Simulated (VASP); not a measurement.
# PdPtSe2 (P-3m1) in VASP: notebook

PdPtSe2 is run at these levels: PBE; tasks: single point, relaxation of cell and atoms.

Everything below comes from runs of VASP 6.6.1. Logs are shortened: lines on timing, memory, paths and dates and some standing lists are left out, and cuts for length are marked.

## (1) The cell of the first run

It takes space group P-3m1 (No. 164, trigonal). Conventional cell: a = 3.924 Å, b = 3.924 Å, c = 5.712 Å, α = 90.00°, β = 90.00°, γ = 120.00°. Within 3.6 Å of Pd (site symmetry -3m) lie 6 Se at 2.73 Å and 2 Pt at 2.86 Å. Pt (site symmetry -3m) has 6 Se at 2.63 Å and 2 Pd at 2.86 Å within 3.5 Å. Within 3.5 Å of Se (site symmetry 3m) lie 3 Pt at 2.63 Å and 3 Pd at 2.73 Å.

## (2) Single point, PBE

INCAR

```
ALGO = Normal
EDIFF = 1E-6
ENCUT = 520
GGA = PE
ISIF = 2
ISMEAR = -1
LASPH = True
LCHARG = False
LREAL = False
LWAVE = False
NBANDS = 24
NELM = 80
PREC = Accurate
SIGMA = 0.15
```

KPOINTS

```
k-points
0
Gamma
  12 12 8
```

POSCAR

```
PdPtSe2
1.0
    3.9235689930      0.0000000000      0.0000000000
   -1.9617844965      3.3979104214      0.0000000000
    0.0000000000      0.0000000000      5.7118959213
Pd Pt Se
1 1 2
Direct
    0.0000000000      0.0000000000      0.5000000000
    0.0000000000      0.0000000000      0.0000000000
    0.3333333333      0.6666666667      0.7662364424
    0.6666666667      0.3333333333      0.2337635576
```

Potentials or basis: VASP PAW PBE potentials, release 64 (Pd, Pt, Se).

Launch:

```bash
$ cat potpaw_PBE.64/Pd/POTCAR potpaw_PBE.64/Pt/POTCAR potpaw_PBE.64/Se/POTCAR > POTCAR
$ mpirun -np 1 vasp_std > vasp.out
```

OUTCAR:

```text
EDIFF = 1E-6
   ENCUT = 520
   GGA = PE
   ISIF = 2
   ISMEAR = -1
   LASPH = True
   LREAL = False
   NELM = 80
   PREC = Accurate

 ion  position               nearest neighbor table
   1  0.000  0.000  0.500-   3 2.73   4 2.73   3 2.73   4 2.73   4 2.73   3 2.73   2 2.86   2 2.86

   2  0.000  0.000  0.000-   3 2.63   4 2.63   3 2.63   4 2.63   4 2.63   3 2.63   1 2.86   1 2.86

   3  0.333  0.667  0.766-   2 2.63   2 2.63   2 2.63   1 2.73   1 2.73   1 2.73
   4  0.667  0.333  0.234-   2 2.63   2 2.63   2 2.63   1 2.73   1 2.73   1 2.73

  LATTYP: Found a hexagonal cell.
 ALAT       =     3.9235689930
 C/A-ratio  =     1.4557908709

  Lattice vectors:

 A1 = (   3.9235689930,   0.0000000000,   0.0000000000)
 A2 = (  -1.9617844965,   3.3979104214,   0.0000000000)
 A3 = (   0.0000000000,   0.0000000000,   5.7118959213)

Analysis of symmetry for initial positions (statically):
=====================================================================
 Subroutine PRICEL returns:
 Original cell was already a primitive cell.

 Routine SETGRP: Setting up the symmetry group for a
 hexagonal supercell.

 Subroutine GETGRP returns: Found 12 space group operations
 (whereof 12 operations were pure point group operations)
 out of a pool of 24 trial point group operations.

The static configuration has the point symmetry D_3d.

Analysis of symmetry for dynamics (positions and initial velocities):
=====================================================================
 Subroutine PRICEL returns:
 Original cell was already a primitive cell.

 Routine SETGRP: Setting up the symmetry group for a
 hexagonal supercell.

 Subroutine GETGRP returns: Found 12 space group operations
 (whereof 12 operations were pure point group operations)
 out of a pool of 24 trial point group operations.

The dynamic configuration has the point symmetry D_3d.

 Subroutine INISYM returns: Found 12 space group operations
 (whereof 12 operations are pure point group operations),
 and found     1 'primitive' translations

----------------------------------------------------------------------------------------

                                     Primitive cell

  volume of cell :      76.1506

  direct lattice vectors                    reciprocal lattice vectors
     3.923568993  0.000000000  0.000000000     0.254869993  0.147149259  0.000000000
    -1.961784496  3.397910421  0.000000000     0.000000000  0.294298518  0.000000000
     0.000000000  0.000000000  5.711895921     0.000000000  0.000000000  0.175073218

  length of vectors
     3.923568993  3.923568993  5.711895921     0.294298518  0.294298518  0.175073218

  position of ions in fractional coordinates (direct lattice)
     0.000000000  0.000000000  0.500000000
     0.000000000  0.000000000  0.000000000
     0.333333333  0.666666667  0.766236442
     0.666666667  0.333333333  0.233763558

  ion indices of the primitive-cell ions
   primitive index   ion index
                 1           1
                 2           2
                 3           3
                 4           4

----------------------------------------------------------------------------------------

 KPOINTS: k-points

Automatic generation of k-mesh.
 Grid dimensions read from file:
 generate k-points for:   12   12    8

 Generating k-lattice:

  Cartesian coordinates                     Fractional coordinates (reciprocal lattice)
     0.021239166  0.012262438  0.000000000     0.083333333  0.000000000  0.000000000
     0.000000000  0.024524876  0.000000000     0.000000000  0.083333333  0.000000000
     0.000000000  0.000000000  0.021884152     0.000000000  0.000000000  0.125000000

  Length of vectors
     0.024524876  0.024524876  0.021884152

  Shift w.r.t. Gamma in fractional coordinates (k-lattice)
     0.000000000  0.000000000  0.000000000

 Subroutine IBZKPT returns following result:
 ===========================================

 Found    131 irreducible k-points:

 Following reciprocal coordinates:
            Coordinates               Weight
  0.000000  0.000000  0.000000      1.000000
  0.083333 -0.000000  0.000000      6.000000
  0.166667  0.000000  0.000000      6.000000
  0.250000  0.000000  0.000000      6.000000
  0.333333  0.000000  0.000000      6.000000
  0.416667 -0.000000  0.000000      6.000000
[... 16 lines left out ...]
  0.166667  0.000000  0.125000      6.000000
  0.000000  0.166667  0.125000      6.000000
 [... further k-points ...]
   k-points           NKPTS =    131   k-points in BZ     NKDIM =    131   number of bands    NBANDS=     24
   number of dos      NEDOS =    301   number of ions     NIONS =      4
   total plane-waves  NPLWV =  37800
   dimension x,y,z NGX =    30 NGY =   30 NGZ =   42
   dimension x,y,z NGXF=    60 NGYF=   60 NGZF=   84
   ions per type =               1   1   2
   NGX,Y,Z   is equivalent  to a cutoff of  12.71, 12.71, 12.22 a.u.
   NGXF,Y,Z  is equivalent  to a cutoff of  25.42, 25.42, 24.45 a.u.
 SYSTEM =  unknown system
   PREC   = accura    normal or accurate (medium, high low for compatibility)
   ISTART =      0    job   : 0-new  1-cont  2-samecut
   ICHARG =      2    charge: 1-file 2-atom 10-const
   ISPIN  =      1    spin polarized calculation?
   LNONCOLLINEAR =      F non collinear calculations
   LSORBIT =      F    spin-orbit coupling
   LASPH  =      T    aspherical Exc in radial PAW
   ENCUT  =  520.0 eV  38.22 Ry    6.18 a.u.   7.30  7.30 10.62*2*pi/ulx,y,z
   NELM   =     80;   NELMIN=  2; NELMDL= -5     # of ELM steps
   EDIFF  = 0.1E-05   stopping-criterion for ELM
   LREAL  =      F    real-space projection
   EDIFFG = 0.1E-04   stopping-criterion for IOM
   NSW    =      0    number of steps for IOM
   IBRION =     -1    ionic relax: 0-MD 1-quasi-New 2-CG
   NFREE  =      0    steps in history (QN), initial steepest desc. (CG)
   ISIF   =      2    stress and relaxation
   ISYM   =      2    0-nonsym 1-usesym 2-fastsym
   POTIM  = 0.5000    time-step for ionic-motion
   TEBEG  =    0.0;   TEEND  =   0.0 temperature during run
   PSTRESS=    0.0 pullay stress
   NELECT =      32.0000    total number of electrons
   NUPDOWN=      -1.0000    fix difference up-down
   EMIN   =  10.00;   EMAX   =-10.00  energy-range for DOS
   EFERMI =   0.00;   METHOD = LEGACY
   ISMEAR =    -1;   SIGMA  =   0.15  broadening in eV -4-tet -1-fermi 0-gaus
   EFERMI_NEDOS =   21; number of points for ismear=-14 and -15
   IALGO  =     38    algorithm
   IMIX   =      4    mixing-type and parameters
     AMIX     =   0.40;   BMIX     =  1.00
     AMIX_MAG =   1.60;   BMIX_MAG =  1.00
  volume/ion in A,a.u.               =      19.04       128.47
  Fermi-wavevector in a.u.,A,eV,Ry     =   1.226216  2.317212 20.457798  1.503606
  Thomas-Fermi vector in A             =   2.361225
   LORBIT       =      0    0 simple, 1 ext, 2 COOP (PROOUT), +10 PAW based schemes
   GGA     = PE    functional components
   LHFCALC =     F    Hartree Fock is set to
   AEXX    =    0.0000 exact exchange contribution
   IVDW    =     0    specifies the selected vdW correction
   LEPSILON=     F    determine dielectric tensor
   LRPA    =     F    only Hartree local field effects (RPA)
 non-spin polarized calculation
  energy-cutoff  :      520.00
  volume of cell :       76.15
 maximum number of plane-waves:      2074
 NGX is ok and might be reduce to    30
   NGX = 15   NGY = 15   NGZ = 21

 number of electron      31.9999993 magnetization

 Free energy of the ion-electron system (eV)
  ---------------------------------------------------
  ext. energy  EPLUGINS =         0.00000000
  ---------------------------------------------------
  free energy    TOTEN  =       -19.15472921 eV

  energy without entropy =      -18.99381454  energy(sigma->0) =      -19.07427188

 E-fermi :   7.0438     XC(G=0): -11.1622

 val. band max:        7.0379649705   @ k =   0.2500   0.0000   0.5000
 cond. band min:       7.0552376295   @ k =   0.2500   0.2500   0.1250
 fundamental gap:      0.0172726589
 Fermi energy:         7.0437508156

 k-point     1 :       0.0000    0.0000    0.0000
  band No.  band energies     occupation
      1      -7.9663      2.00000
      2      -6.2193      2.00000
      3       0.1810      2.00000
      4       1.2174      2.00000
      5       1.2174      2.00000
      6       2.5246      2.00000
[... 16 lines left out ...]
     23      16.5498      0.00000
     24      17.0465      0.00000

 k-point     2 :       0.0833   -0.0000    0.0000
  band No.  band energies     occupation
      1      -7.9062      2.00000
      2      -6.2348      2.00000
      3       0.2724      2.00000
      4       1.2437      2.00000
      5       1.2665      2.00000
      6       2.4671      2.00000
[... 16 lines left out ...]
     23      15.3920      0.00000
     24      16.4625      0.00000

 k-point     3 :       0.1667    0.0000    0.0000
  band No.  band energies     occupation
      1      -7.7331      2.00000
      2      -6.2779      2.00000
      3       0.5371      2.00000
      4       1.3102      2.00000
      5       1.4051      2.00000
      6       2.1464      2.00000
[... 16 lines left out ...]
     23      14.3630      0.00000
     24      15.4844      0.00000
[... 514 lines left out ...]
 k-point    23 :       0.1667    0.0000    0.1250
  band No.  band energies     occupation
      1      -7.6957      2.00000
      2      -6.3375      2.00000
      3       0.5740      2.00000
      4       1.3579      2.00000
      5       1.5041      2.00000
      6       2.1993      2.00000
[... 16 lines left out ...]
     23      14.4293      0.00000
     24      15.4289      0.00000

 k-point    24 :       0.0000    0.1667    0.1250
  band No.  band energies     occupation
      1      -7.6952      2.00000
      2      -6.3387      2.00000
      3       0.5960      2.00000
      4       1.3472      2.00000
      5       1.4875      2.00000
      6       2.1728      2.00000
[... 16 lines left out ...]
     23      14.3602      0.00000
     24      15.5084      0.00000

 [... further k-points ...]

------------------------ aborting loop because EDIFF is reached ----------------------------------------

  FORCE on cell =-STRESS in cart. coord.  units (eV):
  Direction    XX          YY          ZZ          XY          YZ          ZX
  --------------------------------------------------------------------------------------
  -------------------------------------------------------------------------------------
  Total       -0.0092508     -0.0092508     -0.0268544      0.0000000     -0.0000000      0.0000000
  in kB       -0.1946335     -0.1946335     -0.5650054      0.0000000     -0.0000000      0.0000000
  external PRESSURE =      -0.3180908 kB  Pullay stress =       0.0000000 kB

 VOLUME and BASIS-vectors are now :
 -----------------------------------------------------------------------------
  energy-cutoff  :      520.00
  volume of cell :       76.15
      direct lattice vectors                 reciprocal lattice vectors
     3.923568993  0.000000000  0.000000000     0.254869993  0.147149259  0.000000000
    -1.961784496  3.397910421  0.000000000     0.000000000  0.294298518  0.000000000
     0.000000000  0.000000000  5.711895921     0.000000000  0.000000000  0.175073218

 POSITION                                       TOTAL-FORCE (eV/Angst)
 -----------------------------------------------------------------------------------
      0.00000      0.00000      2.85595        -0.000000      0.000000      0.000000
      0.00000      0.00000      0.00000        -0.000000      0.000000      0.000000
     -0.00000      2.26527      4.37666         0.000000     -0.000000     -0.003623
      1.96178      1.13264      1.33523        -0.000000      0.000000      0.003623
 -----------------------------------------------------------------------------------
    total drift:                               -0.000000      0.000000      0.000000

  FREE ENERGIE OF THE ION-ELECTRON SYSTEM (eV)
  ---------------------------------------------------
  free  energy   TOTEN  =       -19.1547292107 eV

  energy  without entropy=      -18.9938145417  energy(sigma->0) =      -19.07427188
```

It took 5.5 min on 1 thread of Intel Xeon 8259CL, shared host; peak memory 0.38 GiB.

Results:

```yaml
Free_energy: -19.1547 eV
Pressure: 0.0 GPa
Largest_force: 0.004 eV/Å
Band_gap_on_the_k_mesh: zero (band 16 reaches 7.36 eV, above the bottom of band 17 at 6.85 eV)
```

Forces in eV/Å, atoms in the order of the input:
```
Pd   0.000  0.000  0.000
Pt   0.000  0.000  0.000
Se   0.000  0.000 -0.004
Se   0.000  0.000  0.004
```

Caveat: spin-orbit coupling is left out, which moves the levels of the heavy elements.

## (3) Relaxation of cell and atoms, PBE

INCAR

```
SYSTEM = PdPtSe2
PREC = Accurate ; ENCUT = 600
EDIFF = 1E-6 ; ISMEAR = -1
SIGMA = 0.15 ; LREAL = .False.
LASPH = .True. ; NELM = 60
ALGO = Normal ; ISIF = 3
LWAVE = .False. ; LCHARG = .False.
GGA = PE ; IBRION = 2
NSW = 80 ; EDIFFG = -0.001
```

KPOINTS

```
Automatic mesh
0
Gamma
  12 12 8
  0 0 0
```

POSCAR

```
PdPtSe2
1.0
    3.9135020408      0.0000000000      0.0000000000
   -1.9567510204      3.3891921851      0.0000000000
    0.0000000000      0.0000000000      5.7364665192
Pd Pt Se
1 1 2
Direct
    0.0000000000      0.0000000000      0.5000000000
    0.0000000000      0.0000000000      0.0000000000
    0.3333333333      0.6666666667      0.7672855022
    0.6666666667      0.3333333333      0.2327144978
```

Potentials or basis: VASP PAW PBE potentials, release 64 (Pd, Pt, Se).

Launch:

```bash
$ cat potpaw_PBE.64/Pd/POTCAR potpaw_PBE.64/Pt/POTCAR potpaw_PBE.64/Se/POTCAR > POTCAR
$ mpirun -np 1 vasp_std > vasp.out
```

Run time: 28 min. Hardware: 1 thread of Intel Xeon 8259CL, shared host; peak memory 0.45 GiB.

Results (log left out):

```yaml
Free_energy: -19.1549 eV
Relaxed_volume: 19.03 Å³/atom
Relaxed_cell: a = 3.924 Å, b = 3.924 Å, c = 5.708 Å, α = 90.00°, β = 90.00°, γ = 120.00°
Space_group_after_relaxing_to_0.05_Å: P-3m1 (No. 164)
Energy_gained_by_relaxing: 0.2 meV/atom
Ionic_steps: 17
Pressure_after_relaxing: 0.0 GPa
Band_gap_on_the_k_mesh: zero (band 16 reaches 7.37 eV, above the bottom of band 17 at 6.85 eV)
```

The path:
| step | energy change (eV) | largest force (eV/Å) | pressure (GPa) | volume (Å³) |
| --- | --- | --- | --- | --- |
| 1 | 0.0000 | 0.0391 | 0.15 | 76.09 |
| 2 | -0.0003 | 0.0204 | -0.24 | 76.28 |
| 3 | -0.0003 | 0.0188 | -0.20 | 76.29 |
| 4 | -0.0007 | 0.0153 | -0.08 | 76.20 |
| 5 | -0.0008 | 0.0111 | 0.05 | 76.10 |
| 6 | -0.0008 | 0.0050 | -0.03 | 76.14 |
| 7 | -0.0008 | 0.0068 | -0.02 | 76.13 |
| 8 | -0.0008 | 0.0068 | 0.00 | 76.13 |
| 9 | -0.0008 | 0.0063 | -0.01 | 76.13 |
| 10 | -0.0008 | 0.0042 | -0.01 | 76.12 |
| 11 | -0.0008 | 0.0022 | 0.02 | 76.10 |
| 12 | -0.0008 | 0.0001 | 0.03 | 76.11 |
| 13 | -0.0008 | 0.0011 | 0.02 | 76.11 |
| 14 | -0.0008 | 0.0002 | 0.02 | 76.11 |
| 15 | -0.0008 | 0.0023 | -0.03 | 76.13 |
| 16 | -0.0008 | 0.0001 | -0.03 | 76.12 |
| 17 | -0.0008 | 0.0005 | 0.00 | 76.12 |

Final structure:
```xyz
4
Lattice="3.9241 0.0000 0.0000 -1.9620 3.3983 0.0000 0.0000 0.0000 5.7078" Properties=species:S:1:pos:R:3 pbc="T T T"
Pd    0.0000    0.0000    2.8539
Pt    0.0000    0.0000    0.0000
Se    0.0000    2.2656    4.3727
Se    1.9620    1.1328    1.3351
```

Levels at points of the mesh, in eV from the Fermi level:
```tsv
k point	band 12	band 13	band 14	band 15	band 16	band 17	band 18	band 19	band 20
(0.00, 0.00, 0.00)	-1.79	-1.78	-1.78	-0.87	0.10	1.61	2.06	2.06	2.84
(0.50, 0.00, 0.00)	-2.19	-2.12	-1.78	-1.60	-1.39	1.24	2.05	4.01	4.25
(0.00, 0.00, 0.50)	-2.49	-2.42	-2.17	0.32	0.32	1.15	1.15	4.07	4.36
(0.50, 0.00, 0.50)	-2.64	-2.04	-1.87	-0.62	0.19	0.32	0.55	2.73	3.20
```

Caveat: spin-orbit coupling is left out, which moves the levels of the heavy elements.
